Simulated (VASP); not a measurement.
# Pb (Fd-3m) in VASP: notebook

Pb is run at these levels: r2SCAN; tasks: single point.

Program: VASP 6.6.1. These are calculated values, not measurements. Logs are shortened: lines on timing, memory, paths and dates and some standing lists are left out, and cuts for length are marked.

**1. The cell of the first run**

The structure is cubic, space group Fd-3m (No. 227). Conventional cell: a = 6.785 Å, b = 6.785 Å, c = 6.785 Å, α = 90.00°, β = 90.00°, γ = 90.00°. Pb (site symmetry -43m) has 4 Pb at 2.94 Å within 3.9 Å.

**2. Single point, r2SCAN**

Contents of POSCAR:

```
Pb
1.0
    0.0000000000      3.3925213842      3.3925213842
    3.3925213842      0.0000000000      3.3925213842
    3.3925213842      3.3925213842      0.0000000000
Pb
2
Direct
    0.2500000000      0.2500000000      0.2500000000
    0.0000000000      0.0000000000      0.0000000000
```

Contents of INCAR.step1:

```
PREC = Accurate ; ENCUT = 520
ISMEAR = -1 ; SIGMA = 0.05
LREAL = F ; LASPH = T
NELM = 80 ; NBANDS = 21
GGA = PE ; ALGO = Normal
EDIFF = 1E-4 ; LWAVE = T
LCHARG = F
```

Contents of INCAR.step2:

```
PREC = Accurate ; ENCUT = 520
EDIFF = 1E-6 ; ISMEAR = -1
SIGMA = 0.05 ; LREAL = F
LASPH = T ; NELM = 80
ALGO = Normal ; ISIF = 2
LWAVE = F ; LCHARG = F
METAGGA = R2SCAN ; LMIXTAU = T
NBANDS = 21 ; ISTART = 1
```

Contents of KPOINTS:

```
regular mesh
0
Gamma
  7 7 7
```

Potentials or basis: VASP PAW PBE potentials, release 64 (Pb_d).

On the command line:

```
$ cat potpaw_PBE.64/Pb_d/POTCAR > POTCAR
$ cp INCAR.step1 INCAR
$ mpirun -np 1 vasp_std > vasp.out
$ cp INCAR.step2 INCAR
$ mpirun -np 1 vasp_std > vasp.out
```

OUTCAR:

```text
PREC = Accurate
   ENCUT = 520
   EDIFF = 1E-6
   ISMEAR = -1
   LREAL = F
   LASPH = T
   NELM = 80
   ISIF = 2
   METAGGA = R2SCAN
   ISTART = 1

 ion  position               nearest neighbor table
   1  0.250  0.250  0.250-   2 2.94   2 2.94   2 2.94   2 2.94
   2  0.000  0.000  0.000-   1 2.94   1 2.94   1 2.94   1 2.94

  LATTYP: Found a face centered cubic cell.
 ALAT       =     6.7850427684

  Lattice vectors:

 A1 = (   0.0000000000,   3.3925213842,   3.3925213842)
 A2 = (   3.3925213842,   0.0000000000,   3.3925213842)
 A3 = (   3.3925213842,   3.3925213842,   0.0000000000)

Analysis of symmetry for initial positions (statically):
=====================================================================
 Subroutine PRICEL returns:
 Original cell was already a primitive cell.

 Routine SETGRP: Setting up the symmetry group for a
 face centered cubic supercell.

 Subroutine GETGRP returns: Found 48 space group operations
 (whereof 24 operations were pure point group operations)
 out of a pool of 48 trial point group operations.

The static configuration has the point symmetry T_d .
 The point group associated with its full space group is O_h .

Analysis of symmetry for dynamics (positions and initial velocities):
=====================================================================
 Subroutine PRICEL returns:
 Original cell was already a primitive cell.

 Routine SETGRP: Setting up the symmetry group for a
 face centered cubic supercell.

 Subroutine GETGRP returns: Found 48 space group operations
 (whereof 24 operations were pure point group operations)
 out of a pool of 48 trial point group operations.

The dynamic configuration has the point symmetry T_d .
 The point group associated with its full space group is O_h .

 Subroutine INISYM returns: Found 48 space group operations
 (whereof 24 operations are pure point group operations),
 and found     1 'primitive' translations

----------------------------------------------------------------------------------------

                                     Primitive cell

  volume of cell :      78.0904

  direct lattice vectors                    reciprocal lattice vectors
     0.000000000  3.392521384  3.392521384    -0.147383006  0.147383006  0.147383006
     3.392521384  0.000000000  3.392521384     0.147383006 -0.147383006  0.147383006
     3.392521384  3.392521384  0.000000000     0.147383006  0.147383006 -0.147383006

  length of vectors
     4.797749752  4.797749752  4.797749752     0.255274855  0.255274855  0.255274855

  position of ions in fractional coordinates (direct lattice)
     0.250000000  0.250000000  0.250000000
     0.000000000  0.000000000  0.000000000

  ion indices of the primitive-cell ions
   primitive index   ion index
                 1           1
                 2           2

----------------------------------------------------------------------------------------

 KPOINTS: regular mesh

Automatic generation of k-mesh.
 Grid dimensions read from file:
 generate k-points for:    7    7    7

 Generating k-lattice:

  Cartesian coordinates                     Fractional coordinates (reciprocal lattice)
    -0.021054715  0.021054715  0.021054715     0.142857143  0.000000000  0.000000000
     0.021054715 -0.021054715  0.021054715     0.000000000  0.142857143  0.000000000
     0.021054715  0.021054715 -0.021054715     0.000000000  0.000000000  0.142857143

  Length of vectors
     0.036467836  0.036467836  0.036467836

  Shift w.r.t. Gamma in fractional coordinates (k-lattice)
     0.000000000  0.000000000  0.000000000

 Subroutine IBZKPT returns following result:
 ===========================================

 Found     20 irreducible k-points:

 Following reciprocal coordinates:
            Coordinates               Weight
  0.000000  0.000000  0.000000      1.000000
  0.142857  0.000000  0.000000      8.000000
  0.285714  0.000000  0.000000      8.000000
  0.428571  0.000000  0.000000      8.000000
  0.142857  0.142857  0.000000      6.000000
  0.285714  0.142857  0.000000     24.000000
[... 12 lines left out ...]
 -0.428571  0.428571  0.142857     24.000000
 -0.285714  0.428571  0.142857     24.000000
   k-points           NKPTS =     20   k-points in BZ     NKDIM =     20   number of bands    NBANDS=     21
   number of dos      NEDOS =    301   number of ions     NIONS =      2
   total plane-waves  NPLWV =  46656
   dimension x,y,z NGX =    36 NGY =   36 NGZ =   36
   dimension x,y,z NGXF=    72 NGYF=   72 NGZF=   72
   ions per type =               2
   NGX,Y,Z   is equivalent  to a cutoff of  12.47, 12.47, 12.47 a.u.
   NGXF,Y,Z  is equivalent  to a cutoff of  24.95, 24.95, 24.95 a.u.
 SYSTEM =  unknown system
   PREC   = accura    normal or accurate (medium, high low for compatibility)
   ISTART =      1    job   : 0-new  1-cont  2-samecut
   ICHARG =      0    charge: 1-file 2-atom 10-const
   ISPIN  =      1    spin polarized calculation?
   LNONCOLLINEAR =      F non collinear calculations
   LSORBIT =      F    spin-orbit coupling
   LASPH  =      T    aspherical Exc in radial PAW
   ENCUT  =  520.0 eV  38.22 Ry    6.18 a.u.   8.92  8.92  8.92*2*pi/ulx,y,z
   NELM   =     80;   NELMIN=  2; NELMDL=  0     # of ELM steps
   EDIFF  = 0.1E-05   stopping-criterion for ELM
   LREAL  =      F    real-space projection
   EDIFFG = 0.1E-04   stopping-criterion for IOM
   NSW    =      0    number of steps for IOM
   IBRION =     -1    ionic relax: 0-MD 1-quasi-New 2-CG
   NFREE  =      0    steps in history (QN), initial steepest desc. (CG)
   ISIF   =      2    stress and relaxation
   ISYM   =      2    0-nonsym 1-usesym 2-fastsym
   POTIM  = 0.5000    time-step for ionic-motion
   TEBEG  =    0.0;   TEEND  =   0.0 temperature during run
   PSTRESS=    0.0 pullay stress
   NELECT =      28.0000    total number of electrons
   NUPDOWN=      -1.0000    fix difference up-down
   EMIN   =  10.00;   EMAX   =-10.00  energy-range for DOS
   EFERMI =   0.00;   METHOD = LEGACY
   ISMEAR =    -1;   SIGMA  =   0.05  broadening in eV -4-tet -1-fermi 0-gaus
   EFERMI_NEDOS =   21; number of points for ismear=-14 and -15
   IALGO  =     38    algorithm
   IMIX   =      4    mixing-type and parameters
     AMIX     =   0.40;   BMIX     =  1.00
     AMIX_MAG =   1.60;   BMIX_MAG =  1.00
  volume/ion in A,a.u.               =      39.05       263.49
  Fermi-wavevector in a.u.,A,eV,Ry     =   1.163041  2.197828 18.404107  1.352664
  Thomas-Fermi vector in A             =   2.299595
   LORBIT       =      0    0 simple, 1 ext, 2 COOP (PROOUT), +10 PAW based schemes
   METAGGA = R2SCAN    functional components
   LHFCALC =     F    Hartree Fock is set to
   AEXX    =    0.0000 exact exchange contribution
   IVDW    =     0    specifies the selected vdW correction
   LEPSILON=     F    determine dielectric tensor
   LRPA    =     F    only Hartree local field effects (RPA)
 non-spin polarized calculation
  energy-cutoff  :      520.00
  volume of cell :       78.09
 maximum number of plane-waves:      2126
   NGX = 17   NGY = 17   NGZ = 17

 number of electron      28.0000007 magnetization

 Free energy of the ion-electron system (eV)
  ---------------------------------------------------
  ext. energy  EPLUGINS =         0.00000000
  ---------------------------------------------------
  free energy    TOTEN  =      -112.15879009 eV

  energy without entropy =     -112.15339952  energy(sigma->0) =     -112.15609480

 E-fermi :   4.5677     XC(G=0):  -9.2502

 val. band max:        4.5089163545   @ k =  -0.1429   0.1429   0.0000
 cond. band min:       4.6273406981   @ k =   0.1429   0.0000   0.0000
 fundamental gap:      0.1184243436
 Fermi energy:         4.5677172771

 k-point     1 :       0.0000    0.0000    0.0000
  band No.  band energies     occupation
      1     -13.2992      2.00000
      2     -13.2992      2.00000
      3     -13.2992      2.00000
      4     -13.2098      2.00000
      5     -13.2098      2.00000
      6     -12.7050      2.00000
[... 13 lines left out ...]
     20      13.0814      0.00000
     21      13.0814      0.00000

 k-point     2 :       0.1429    0.0000    0.0000
  band No.  band energies     occupation
      1     -13.3215      2.00000
      2     -13.3215      2.00000
      3     -13.2944      2.00000
      4     -13.1773      2.00000
      5     -13.1773      2.00000
      6     -12.7358      2.00000
[... 13 lines left out ...]
     20      12.3082      0.00000
     21      12.3082      0.00000

 k-point     3 :       0.2857    0.0000    0.0000
  band No.  band energies     occupation
      1     -13.3458      2.00000
      2     -13.3458      2.00000
      3     -13.2834      2.00000
      4     -13.1333      2.00000
      5     -13.1333      2.00000
      6     -12.7689      2.00000
[... 13 lines left out ...]
     20      12.2997      0.00000
     21      12.2997      0.00000

 k-point     4 :       0.4286    0.0000    0.0000
  band No.  band energies     occupation
      1     -13.3553      2.00000
      2     -13.3553      2.00000
      3     -13.2740      2.00000
      4     -13.1126      2.00000
      5     -13.1126      2.00000
      6     -12.7809      2.00000
[... 13 lines left out ...]
     20      13.2866      0.00000
     21      13.2866      0.00000

 k-point     5 :       0.1429    0.1429    0.0000
  band No.  band energies     occupation
      1     -13.3201      2.00000
      2     -13.3163      2.00000
      3     -13.3163      2.00000
      4     -13.1823      2.00000
      5     -13.1424      2.00000
      6     -12.8083      2.00000
[... 13 lines left out ...]
     20      11.0971      0.00000
     21      13.5834      0.00000
[... 286 lines left out ...]
     20      12.8362      0.00000
     21      13.6475      0.00000

 k-point    18 :      -0.4286    0.2857    0.1429
  band No.  band energies     occupation
      1     -13.4054      2.00000
      2     -13.3822      2.00000
      3     -13.1975      2.00000
      4     -13.0609      2.00000
      5     -13.0084      2.00000
      6     -12.9452      2.00000
[... 13 lines left out ...]
     20      13.2727      0.00000
     21      13.6985      0.00000

 k-point    19 :      -0.4286    0.4286    0.1429
  band No.  band energies     occupation
      1     -13.3975      2.00000
      2     -13.3945      2.00000
      3     -13.1864      2.00000
      4     -13.0733      2.00000
      5     -13.0005      2.00000
      6     -12.9124      2.00000
[... 13 lines left out ...]
     20      13.6882      0.00000
     21      14.9945      0.00000

 k-point    20 :      -0.2857    0.4286    0.1429
  band No.  band energies     occupation
      1     -13.4166      2.00000
      2     -13.3959      2.00000
      3     -13.1482      2.00000
      4     -13.0371      2.00000
      5     -12.9857      2.00000
      6     -12.9331      2.00000
[... 13 lines left out ...]
     20      13.7648      0.00000
     21      15.0599      0.00000

------------------------ aborting loop because EDIFF is reached ----------------------------------------

  FORCE on cell =-STRESS in cart. coord.  units (eV):
  Direction    XX          YY          ZZ          XY          YZ          ZX
  --------------------------------------------------------------------------------------
  -------------------------------------------------------------------------------------
  Total        1.2848062      1.2848062      1.2848062      0.0000000      0.0000000      0.0000000
  in kB       26.3603048     26.3603048     26.3603048      0.0000000      0.0000000      0.0000000
  external PRESSURE =      26.3603048 kB  Pullay stress =       0.0000000 kB

 VOLUME and BASIS-vectors are now :
 -----------------------------------------------------------------------------
  energy-cutoff  :      520.00
  volume of cell :       78.09
      direct lattice vectors                 reciprocal lattice vectors
     0.000000000  3.392521384  3.392521384    -0.147383006  0.147383006  0.147383006
     3.392521384  0.000000000  3.392521384     0.147383006 -0.147383006  0.147383006
     3.392521384  3.392521384  0.000000000     0.147383006  0.147383006 -0.147383006

 POSITION                                       TOTAL-FORCE (eV/Angst)
 -----------------------------------------------------------------------------------
      1.69626      1.69626      1.69626        -0.000000     -0.000000     -0.000000
      0.00000      0.00000      0.00000         0.000000      0.000000      0.000000
 -----------------------------------------------------------------------------------
    total drift:                                0.000000      0.000000      0.000000

  FREE ENERGIE OF THE ION-ELECTRON SYSTEM (eV)
  ---------------------------------------------------
  free  energy   TOTEN  =      -112.1587900926 eV

  energy  without entropy=     -112.1533995163  energy(sigma->0) =     -112.15609480
```

Wall time 55 s (1 thread of Intel Xeon 6975P-C (Granite Rapids), shared host); peak memory 0.21 GiB.

Results:

- Free energy: -112.1588 eV
- Pressure: 2.6 GPa
- Band gap on the k mesh: zero (band 14 reaches 4.99 eV, above the bottom of band 15 at 3.76 eV)

Caveat: the PAW data sets were made with another functional, which shifts forces and pressure a little; spin-orbit coupling is left out, which moves the levels of the heavy elements.

**3. Single point, r2SCAN**

This run uses another cell than the first one, of 39.86 Å³/atom, 1.021 times its volume.

Contents of POSCAR:

```
Pb
1.0
    0.0000000000      3.4159188228      3.4159188228
    3.4159188228      0.0000000000      3.4159188228
    3.4159188228      3.4159188228      0.0000000000
Pb
2
Direct
    0.2500000000      0.2500000000      0.2500000000
    0.0000000000      0.0000000000      0.0000000000
```

Contents of INCAR.step1:

```
PREC = Accurate
ENCUT = 520
ISMEAR = -1
SIGMA = 0.05
LREAL = F
LASPH = T
NELM = 60
NBANDS = 21
GGA = PE
ALGO = Normal
EDIFF = 1E-4
LWAVE = T
LCHARG = F
```

Contents of INCAR.step2:

```
PREC = Accurate
ENCUT = 520
EDIFF = 1E-6
ISMEAR = -1
SIGMA = 0.05
LREAL = F
LASPH = T
NELM = 60
ALGO = Normal
ISIF = 2
LWAVE = F
LCHARG = F
METAGGA = R2SCAN
LMIXTAU = T
NBANDS = 21
ISTART = 1
```

KPOINTS is that of step 2.

Potentials or basis: VASP PAW PBE potentials, release 64 (Pb_d).

On the command line:

```
$ cat potpaw_PBE.64/Pb_d/POTCAR > POTCAR
$ cp INCAR.step1 INCAR
$ mpirun -np 1 vasp_std > vasp.out
$ cp INCAR.step2 INCAR
$ mpirun -np 1 vasp_std > vasp.out
```

OUTCAR:

```text
PREC = Accurate
   ENCUT = 520
   EDIFF = 1E-6
   ISMEAR = -1
   LREAL = F
   LASPH = T
   NELM = 60
   ISIF = 2
   METAGGA = R2SCAN
   ISTART = 1

 ion  position               nearest neighbor table
   1  0.250  0.250  0.250-   2 2.96   2 2.96   2 2.96   2 2.96
   2  0.000  0.000  0.000-   1 2.96   1 2.96   1 2.96   1 2.96

  LATTYP: Found a face centered cubic cell.
 ALAT       =     6.8318376456

  Lattice vectors:

 A1 = (   0.0000000000,   3.4159188228,   3.4159188228)
[... 660 lines left out ...]
------------------------ aborting loop because EDIFF is reached ----------------------------------------

  FORCE on cell =-STRESS in cart. coord.  units (eV):
  Direction    XX          YY          ZZ          XY          YZ          ZX
  --------------------------------------------------------------------------------------
  -------------------------------------------------------------------------------------
  Total        0.8975285      0.8975285      0.8975285     -0.0000000      0.0000000     -0.0000000
  in kB       18.0387398     18.0387398     18.0387398     -0.0000000      0.0000000     -0.0000000
  external PRESSURE =      18.0387398 kB  Pullay stress =       0.0000000 kB

 VOLUME and BASIS-vectors are now :
 -----------------------------------------------------------------------------
  energy-cutoff  :      520.00
  volume of cell :       79.72
      direct lattice vectors                 reciprocal lattice vectors
     0.000000000  3.415918823  3.415918823    -0.146373502  0.146373502  0.146373502
     3.415918823  0.000000000  3.415918823     0.146373502 -0.146373502  0.146373502
     3.415918823  3.415918823  0.000000000     0.146373502  0.146373502 -0.146373502

 POSITION                                       TOTAL-FORCE (eV/Angst)
 -----------------------------------------------------------------------------------
      1.70796      1.70796      1.70796         0.000000      0.000000      0.000000
      0.00000      0.00000      0.00000        -0.000000     -0.000000     -0.000000
 -----------------------------------------------------------------------------------
    total drift:                                0.000000      0.000000      0.000000

  FREE ENERGIE OF THE ION-ELECTRON SYSTEM (eV)
  ---------------------------------------------------
  free  energy   TOTEN  =      -112.1818427212 eV

  energy  without entropy=     -112.1763299910  energy(sigma->0) =     -112.17908636
```

OUTCAR.step1:

```text
PREC = Accurate
   ENCUT = 520
   ISMEAR = -1
   LREAL = F
   LASPH = T
   NELM = 60
[... 693 lines left out ...]
 -----------------------------------------------------------------------------------
      1.70796      1.70796      1.70796        -0.000000     -0.000000     -0.000000
      0.00000      0.00000      0.00000         0.000000      0.000000      0.000000
 -----------------------------------------------------------------------------------
    total drift:                                0.000000      0.000000      0.000000

  FREE ENERGIE OF THE ION-ELECTRON SYSTEM (eV)
  ---------------------------------------------------
  free  energy   TOTEN  =        -6.5348250766 eV

  energy  without entropy=       -6.5287853393  energy(sigma->0) =       -6.53180521
```

OSZICAR.step1:

```text
N       E                     dE             d eps       ncg     rms          rms(c)
DAV:   1     0.299322909792E+03    0.29932E+03   -0.13907E+04   840   0.148E+03
DAV:   2     0.160430939347E+02   -0.28328E+03   -0.27688E+03   855   0.400E+02
DAV:   3    -0.574082092753E+01   -0.21784E+02   -0.21655E+02  1018   0.139E+02
DAV:   4    -0.651750967535E+01   -0.77669E+00   -0.77628E+00   980   0.310E+01
DAV:   5    -0.656347829535E+01   -0.45969E-01   -0.45968E-01  1271   0.681E+00    0.154E+00
DAV:   6    -0.654149182959E+01    0.21986E-01   -0.31443E-02  1184   0.236E+00    0.890E-01
DAV:   7    -0.653335462102E+01    0.81372E-02   -0.28649E-02  1157   0.221E+00    0.164E-01
DAV:   8    -0.653455757084E+01   -0.12029E-02   -0.49606E-03   988   0.796E-01    0.388E-02
DAV:   9    -0.653480588812E+01   -0.24832E-03   -0.45292E-04   829   0.268E-01    0.206E-02
DAV:  10    -0.653482507665E+01   -0.19189E-04   -0.66375E-05   763   0.102E-01
   1 F= -.65348251E+01 E0= -.65318052E+01  d E =-.603974E-02
```

It took 53 s on 1 thread of Intel Xeon 6975P-C (Granite Rapids), shared host; peak memory 0.22 GiB.

What came out:

```
Free energy            : -112.1818 eV
Pressure               : 1.8 GPa
Band gap on the k mesh : zero (band 14 reaches 4.78 eV, above the bottom of band 15 at 3.59 eV)
```

Caveat: the PAW data sets were made with another functional, which shifts forces and pressure a little; spin-orbit coupling is left out, which moves the levels of the heavy elements.

[end of part 1 of 2]
